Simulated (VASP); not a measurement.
# TaSi (P-3m1) in VASP: notebook

Runs on TaSi. Level: PBE. Tasks: single point, relaxation of cell and atoms.

All numbers are computed with VASP 6.6.1; they aren't measurements. Logs are shortened: lines on timing, memory, paths and dates and some standing lists are left out, and cuts for length are marked.

## Step 1: The cell of the first run

Symmetry: P-3m1, No. 164, trigonal system. The conventional cell has a = 3.435 Å, b = 3.435 Å, c = 6.696 Å, α = 90.00°, β = 90.00°, γ = 120.00°. Ta (site symmetry 3m) has 4 Si at 2.61 to 2.94 Å and 3 Ta at 2.86 Å within 3.4 Å. Si (site symmetry 3m) has 3 Si at 2.34 Å and 4 Ta at 2.61 to 2.94 Å within 3.1 Å.

## Step 2: Single point, PBE

Contents of INCAR:

```
PREC     = Accurate       # precision mode
ENCUT    = 520            # plane-wave cutoff, eV
EDIFF    = 1E-6           # SCF threshold, eV
ISMEAR   = 0              # smearing method
SIGMA    = 0.2            # smearing width, eV
LREAL    = F              # projectors in reciprocal space
LASPH    = T              # aspherical terms in the spheres
NELM     = 100            # most SCF steps
ALGO     = Normal         # electronic algorithm
ISIF     = 2              # what is computed and relaxed
LWAVE    = F              # write WAVECAR
LCHARG   = F              # write CHGCAR
GGA      = PE             # functional
NBANDS   = 40             # bands
```

Contents of KPOINTS:

```
regular mesh
0
Gamma
  6 6 2
```

Contents of POSCAR:

```
TaSi
1.0
    3.4345860091      0.0000000000      0.0000000000
   -1.7172930046      2.9744387354      0.0000000000
    0.0000000000      0.0000000000     13.3926349610
Ta Si
4 4
Direct
    0.3333333333      0.6666666667      0.4231704362
    0.3333333333      0.6666666667      0.9231704362
    0.6666666667      0.3333333333      0.0768295638
    0.6666666667      0.3333333333      0.5768295638
    0.3333333333      0.6666666667      0.2038308107
    0.3333333333      0.6666666667      0.7038308107
    0.6666666667      0.3333333333      0.2961691893
    0.6666666667      0.3333333333      0.7961691893
```

Potentials or basis: VASP PAW PBE potentials, release 64 (Ta_pv, Si).

Started as:

```bash
$ cat potpaw_PBE.64/Ta_pv/POTCAR potpaw_PBE.64/Si/POTCAR > POTCAR
$ mpirun -np 1 vasp_std > vasp.out
```

OUTCAR:

```text
PREC = Accurate
   ENCUT = 520
   EDIFF = 1E-6
   ISMEAR = 0
   LREAL = F
   LASPH = T
   NELM = 100
   ISIF = 2
   GGA = PE

 ion  position               nearest neighbor table
   1  0.333  0.667  0.423-   7 2.61   7 2.61   7 2.61   4 2.86   4 2.86   4 2.86   5 2.94
   2  0.333  0.667  0.923-   8 2.61   8 2.61   8 2.61   3 2.86   3 2.86   3 2.86   6 2.94
   3  0.667  0.333  0.077-   5 2.61   5 2.61   5 2.61   2 2.86   2 2.86   2 2.86   7 2.94
   4  0.667  0.333  0.577-   6 2.61   6 2.61   6 2.61   1 2.86   1 2.86   1 2.86   8 2.94
   5  0.333  0.667  0.204-   7 2.34   7 2.34   7 2.34   3 2.61   3 2.61   3 2.61   1 2.94
   6  0.333  0.667  0.704-   8 2.34   8 2.34   8 2.34   4 2.61   4 2.61   4 2.61   2 2.94
   7  0.667  0.333  0.296-   5 2.34   5 2.34   5 2.34   1 2.61   1 2.61   1 2.61   3 2.94
   8  0.667  0.333  0.796-   6 2.34   6 2.34   6 2.34   2 2.61   2 2.61   2 2.61   4 2.94

  LATTYP: Found a hexagonal cell.
 ALAT       =     3.4345860091
 C/A-ratio  =     3.8993447611

  Lattice vectors:

 A1 = (   3.4345860091,   0.0000000000,   0.0000000000)
 A2 = (  -1.7172930046,   2.9744387354,   0.0000000000)
 A3 = (   0.0000000000,   0.0000000000,  13.3926349610)

Analysis of symmetry for initial positions (statically):
=====================================================================
 Subroutine PRICEL returns following result:

  LATTYP: Found a hexagonal cell.
 ALAT       =     3.4345860091
 C/A-ratio  =     1.9496723805

  Lattice vectors:

 A1 = (   3.4345860091,   0.0000000000,   0.0000000000)
 A2 = (  -1.7172930046,   2.9744387354,   0.0000000000)
 A3 = (   0.0000000000,   0.0000000000,   6.6963174805)

   2 primitive cells build up your supercell.

 Routine SETGRP: Setting up the symmetry group for a
 hexagonal supercell.

 Subroutine GETGRP returns: Found 12 space group operations
 (whereof 12 operations were pure point group operations)
 out of a pool of 24 trial point group operations.

The static configuration has the point symmetry D_3d.

Analysis of symmetry for dynamics (positions and initial velocities):
=====================================================================
 Subroutine PRICEL returns following result:

  LATTYP: Found a hexagonal cell.
 ALAT       =     3.4345860091
 C/A-ratio  =     1.9496723805

  Lattice vectors:

 A1 = (   3.4345860091,   0.0000000000,   0.0000000000)
 A2 = (  -1.7172930046,   2.9744387354,   0.0000000000)
 A3 = (   0.0000000000,   0.0000000000,   6.6963174805)

   2 primitive cells build up your supercell.

 Routine SETGRP: Setting up the symmetry group for a
 hexagonal supercell.

 Subroutine GETGRP returns: Found 12 space group operations
 (whereof 12 operations were pure point group operations)
 out of a pool of 24 trial point group operations.

The dynamic configuration has the point symmetry D_3d.

 Subroutine INISYM returns: Found 12 space group operations
 (whereof 12 operations are pure point group operations),
 and found     2 'primitive' translations

----------------------------------------------------------------------------------------

                                     Primitive cell

  volume of cell :      68.4093

  direct lattice vectors                    reciprocal lattice vectors
     3.434586009  0.000000000  0.000000000     0.291155906  0.168098941  0.000000000
    -1.717293005  2.974438735  0.000000000     0.000000000  0.336197881  0.000000000
     0.000000000  0.000000000  6.696317481     0.000000000  0.000000000  0.149335811

  length of vectors
     3.434586009  3.434586009  6.696317481     0.336197881  0.336197881  0.149335811

  position of ions in fractional coordinates (direct lattice)
     0.333333333  0.666666667  0.846340872
     0.666666667  0.333333333  0.153659128
     0.333333333  0.666666667  0.407661621
     0.666666667  0.333333333  0.592338379

  ion indices of the primitive-cell ions
   primitive index   ion index
                 1           1
                 2           4
                 3           5
                 4           7

----------------------------------------------------------------------------------------

 KPOINTS: regular mesh

Automatic generation of k-mesh.
 Grid dimensions read from file:
 generate k-points for:    6    6    2

 Generating k-lattice:

  Cartesian coordinates                     Fractional coordinates (reciprocal lattice)
     0.048525984  0.028016490  0.000000000     0.166666667 -0.000000000  0.000000000
     0.000000000  0.056032980  0.000000000     0.000000000  0.166666667  0.000000000
     0.000000000  0.000000000  0.037333953     0.000000000  0.000000000  0.500000000

  Length of vectors
     0.056032980  0.056032980  0.037333953

  Shift w.r.t. Gamma in fractional coordinates (k-lattice)
     0.000000000  0.000000000  0.000000000

 Subroutine IBZKPT returns following result:
 ===========================================

 Found     14 irreducible k-points:

 Following reciprocal coordinates:
            Coordinates               Weight
  0.000000  0.000000  0.000000      1.000000
  0.166667 -0.000000  0.000000      6.000000
  0.333333 -0.000000  0.000000      6.000000
  0.500000 -0.000000  0.000000      3.000000
  0.166667  0.166667  0.000000      6.000000
  0.333333  0.166667  0.000000     12.000000
  0.333333  0.333333  0.000000      2.000000
  0.000000  0.000000  0.500000      1.000000
  0.166667 -0.000000  0.500000      6.000000
  0.333333 -0.000000  0.500000      6.000000
  0.500000 -0.000000  0.500000      3.000000
  0.166667  0.166667  0.500000      6.000000
  0.333333  0.166667  0.500000     12.000000
  0.333333  0.333333  0.500000      2.000000
   k-points           NKPTS =     14   k-points in BZ     NKDIM =     14   number of bands    NBANDS=     40
   number of dos      NEDOS =    301   number of ions     NIONS =      8
   total plane-waves  NPLWV =  78400
   dimension x,y,z NGX =    28 NGY =   28 NGZ =  100
   dimension x,y,z NGXF=    56 NGYF=   56 NGZF=  200
   ions per type =               4   4
   NGX,Y,Z   is equivalent  to a cutoff of  13.55, 13.55, 12.41 a.u.
   NGXF,Y,Z  is equivalent  to a cutoff of  27.11, 27.11, 24.83 a.u.
 SYSTEM =  unknown system
   PREC   = accura    normal or accurate (medium, high low for compatibility)
   ISTART =      0    job   : 0-new  1-cont  2-samecut
   ICHARG =      2    charge: 1-file 2-atom 10-const
   ISPIN  =      1    spin polarized calculation?
   LNONCOLLINEAR =      F non collinear calculations
   LSORBIT =      F    spin-orbit coupling
   LASPH  =      T    aspherical Exc in radial PAW
   ENCUT  =  520.0 eV  38.22 Ry    6.18 a.u.   6.39  6.39 24.90*2*pi/ulx,y,z
   NELM   =    100;   NELMIN=  2; NELMDL= -5     # of ELM steps
   EDIFF  = 0.1E-05   stopping-criterion for ELM
   LREAL  =      F    real-space projection
   EDIFFG = 0.1E-04   stopping-criterion for IOM
   NSW    =      0    number of steps for IOM
   IBRION =     -1    ionic relax: 0-MD 1-quasi-New 2-CG
   NFREE  =      0    steps in history (QN), initial steepest desc. (CG)
   ISIF   =      2    stress and relaxation
   ISYM   =      2    0-nonsym 1-usesym 2-fastsym
   POTIM  = 0.5000    time-step for ionic-motion
   TEBEG  =    0.0;   TEEND  =   0.0 temperature during run
   PSTRESS=    0.0 pullay stress
   NELECT =      60.0000    total number of electrons
   NUPDOWN=      -1.0000    fix difference up-down
   EMIN   =  10.00;   EMAX   =-10.00  energy-range for DOS
   EFERMI =   0.00;   METHOD = LEGACY
   ISMEAR =     0;   SIGMA  =   0.20  broadening in eV -4-tet -1-fermi 0-gaus
   EFERMI_NEDOS =   21; number of points for ismear=-14 and -15
   IALGO  =     38    algorithm
   IMIX   =      4    mixing-type and parameters
     AMIX     =   0.40;   BMIX     =  1.00
     AMIX_MAG =   1.60;   BMIX_MAG =  1.00
  volume/ion in A,a.u.               =      17.10       115.41
  Fermi-wavevector in a.u.,A,eV,Ry     =   1.243780  2.350403 21.048045  1.546988
  Thomas-Fermi vector in A             =   2.378075
   LORBIT       =      0    0 simple, 1 ext, 2 COOP (PROOUT), +10 PAW based schemes
   GGA     = PE    functional components
   LHFCALC =     F    Hartree Fock is set to
   AEXX    =    0.0000 exact exchange contribution
   IVDW    =     0    specifies the selected vdW correction
   LEPSILON=     F    determine dielectric tensor
   LRPA    =     F    only Hartree local field effects (RPA)
 non-spin polarized calculation
 Gauss-broadening in eV      SIGMA  =   0.20
  energy-cutoff  :      520.00
  volume of cell :      136.82
 maximum number of plane-waves:      3713
 NGX is ok and might be reduce to    28
   NGX = 13   NGY = 13   NGZ = 49

 number of electron      60.0000001 magnetization

 Free energy of the ion-electron system (eV)
  ---------------------------------------------------
  ext. energy  EPLUGINS =         0.00000000
  ---------------------------------------------------
  free energy    TOTEN  =       -68.25826557 eV

  energy without entropy =      -68.16560289  energy(sigma->0) =      -68.21193423

 E-fermi :   6.9308     XC(G=0): -11.6279

 val. band max:        6.8468335388   @ k =   0.3333  -0.0000   0.5000
 cond. band min:       6.9477305741   @ k =   0.0000   0.0000   0.5000
 fundamental gap:      0.1008970352
 Fermi energy:         6.9307557650

 k-point     1 :       0.0000    0.0000    0.0000
  band No.  band energies     occupation
      1     -27.4584      2.00000
      2     -27.4547      2.00000
      3     -27.2149      2.00000
      4     -27.2149      2.00000
      5     -27.2148      2.00000
      6     -27.2148      2.00000
[... 32 lines left out ...]
     39       9.5549      0.00000
     40      10.5246      0.00000

 k-point     2 :       0.1667   -0.0000    0.0000
  band No.  band energies     occupation
      1     -27.4501      2.00000
      2     -27.4475      2.00000
      3     -27.2943      2.00000
      4     -27.2936      2.00000
      5     -27.2385      2.00000
      6     -27.2384      2.00000
[... 505 lines left out ...]
     39      10.5711      0.00000
     40      10.5848      0.00000

 k-point    14 :       0.3333    0.3333    0.5000
  band No.  band energies     occupation
      1     -27.4439      2.00000
      2     -27.4439      2.00000
      3     -27.4439      2.00000
      4     -27.4439      2.00000
      5     -27.4109      2.00000
      6     -27.4109      2.00000
[... 32 lines left out ...]
     39      10.5423      0.00000
     40      10.5423      0.00000

------------------------ aborting loop because EDIFF is reached ----------------------------------------

  FORCE on cell =-STRESS in cart. coord.  units (eV):
  Direction    XX          YY          ZZ          XY          YZ          ZX
  --------------------------------------------------------------------------------------
  -------------------------------------------------------------------------------------
  Total       -0.0599548     -0.0599548      0.5210522      0.0000000      0.0000000      0.0000000
  in kB       -0.7020837     -0.7020837      6.1016366      0.0000000      0.0000000      0.0000000
  external PRESSURE =       1.5658231 kB  Pullay stress =       0.0000000 kB

 VOLUME and BASIS-vectors are now :
 -----------------------------------------------------------------------------
  energy-cutoff  :      520.00
  volume of cell :      136.82
      direct lattice vectors                 reciprocal lattice vectors
     3.434586009  0.000000000  0.000000000     0.291155906  0.168098941  0.000000000
    -1.717293005  2.974438735  0.000000000     0.000000000  0.336197881  0.000000000
     0.000000000  0.000000000 13.392634961     0.000000000  0.000000000  0.074667905

 POSITION                                       TOTAL-FORCE (eV/Angst)
 -----------------------------------------------------------------------------------
     -0.00000      1.98296      5.66737        -0.000000      0.000000     -0.078419
     -0.00000      1.98296     12.36368        -0.000000      0.000000     -0.078419
      1.71729      0.99148      1.02895         0.000000     -0.000000      0.078419
      1.71729      0.99148      7.72527         0.000000     -0.000000      0.078419
     -0.00000      1.98296      2.72983        -0.000000     -0.000000      0.013551
     -0.00000      1.98296      9.42615         0.000000     -0.000000      0.013551
      1.71729      0.99148      3.96649        -0.000000      0.000000     -0.013551
      1.71729      0.99148     10.66280         0.000000      0.000000     -0.013551
 -----------------------------------------------------------------------------------
    total drift:                                0.000000     -0.000000      0.000000

  FREE ENERGIE OF THE ION-ELECTRON SYSTEM (eV)
  ---------------------------------------------------
  free  energy   TOTEN  =       -68.2582655688 eV

  energy  without entropy=      -68.1656028921  energy(sigma->0) =      -68.21193423
```

Wall time 73 s (1 thread of Intel Xeon Platinum 8375C at 2.90GHz (Ice Lake), shared host); peak memory 0.28 GiB.

What came out:

| Item | Value |
| --- | --- |
| Free energy | -68.2583 eV |
| Pressure | 0.2 GPa |
| Largest force | 0.078 eV/Å |
| Band gap on the k mesh | zero (band 30 reaches 7.34 eV, above the bottom of band 31 at 6.84 eV) |

Forces in eV/Å, atoms in the order of the input:
```
Ta   0.000  0.000 -0.078
Ta   0.000  0.000 -0.078
Ta   0.000  0.000  0.078
Ta   0.000  0.000  0.078
Si   0.000  0.000  0.014
Si   0.000  0.000  0.014
Si   0.000  0.000 -0.014
Si   0.000  0.000 -0.014
```

Levels at points of the mesh, in eV from the Fermi level:
| k point | band 26 | band 27 | band 28 | band 29 | band 30 | band 31 | band 32 | band 33 | band 34 | band 35 |
| --- | --- | --- | --- | --- | --- | --- | --- | --- | --- | --- |
| (0.00, 0.00, 0.00) | -0.77 | -0.45 | -0.45 | -0.24 | -0.24 | 1.04 | 1.05 | 1.05 | 1.21 | 1.21 |
| (0.50, 0.00, 0.00) | -1.63 | -1.28 | -1.22 | -0.69 | 0.40 | 0.93 | 1.21 | 1.33 | 2.02 | 3.00 |
| (0.00, 0.00, 0.50) | -0.36 | -0.36 | -0.36 | 0.02 | 0.02 | 0.02 | 0.02 | 1.10 | 1.10 | 2.32 |
| (0.50, 0.00, 0.50) | -1.89 | -1.21 | -1.21 | -0.15 | -0.15 | 0.81 | 0.81 | 2.47 | 2.47 | 2.49 |

Caveat: spin-orbit coupling is left out, which moves the levels of the heavy elements.

(Continued in part 2 of 2.)
